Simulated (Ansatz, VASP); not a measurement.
## One calculation of RbBr, two programs

Contents of INCAR:

```
PREC = Accurate ; ENCUT = 520
EDIFF = 1E-6 ; ISMEAR = 0
SIGMA = 0.05 ; LREAL = F
LASPH = T ; NELM = 60
ALGO = Normal ; ISIF = 2
LWAVE = F ; LCHARG = F
GGA = CA ; NBANDS = 15
```

File KPOINTS:

```
regular mesh
0
Gamma
  6 6 6
```

Contents of POSCAR:

```
RbBr
1.0
    0.0000000000      3.4275000000      3.4275000000
    3.4275000000      0.0000000000      3.4275000000
    3.4275000000      3.4275000000      0.0000000000
Rb Br
1 1
Direct
   -0.0437636761     -0.0437636761      0.0437636761
    0.5000000000      0.5000000000      0.5000000000
```

Input for Ansatz:

```yaml
crystal:
  lattice:
    - [0.0, 3.4275, 3.4275]
    - [3.4275, 0.0, 3.4275]
    - [3.4275, 3.4275, 0.0]
  atoms:
    - { symbol: Rb, position: [-0.0437636761, -0.0437636761, 0.0437636761] }
    - { symbol: Br, position: [0.5, 0.5, 0.5] }
basis:
  ecutwfc: 420
kpoints:
  mp_grid: { grid: [6, 6, 6] }
hamiltonian:
  xc: lda
scf:
  occupations: { method: gaussian, width: 0.05 }
output:
  forces: true
  stress: true
  eigenvalues: true
```

Alike in both runs: task single point; functional LDA; k mesh 6 × 6 × 6; occupations gaussian, width 0.05 eV; no spin polarisation.

|  | VASP | Ansatz |
| --- | --- | --- |
| version | VASP 6.6.1 | Ansatz 0.2.0 |
| potentials or method | VASP PAW LDA potentials, release 64 (Rb_sv, Br), cutoff 520 eV | scalar-relativistic, plane waves, PAW |
| valence electrons in the cell | 16 | 16 |

|  | VASP | Ansatz | Ansatz less VASP |
| --- | --- | --- | --- |
| gap on the k mesh at the Fermi level (eV) | 3.98 | 3.97 | -0.010 |
| least direct gap on the mesh (eV) | 3.98 | 3.97 | -0.010 |
| pressure (GPa) | -0.7 | -0.8 | -0.05 |
| traceless stress, the component that is largest in VASP (GPa) | 1.11 | 1.09 | -0.020 |
| rms of the force components (eV/Å) | 0.230 | 0.226 | -0.0045 |

LDA's correlation is that of Perdew and Zunger in VASP and of Perdew and Wang (1992) in Ansatz. Atom by atom the forces differ by 0.005 eV/Å (rms over components).
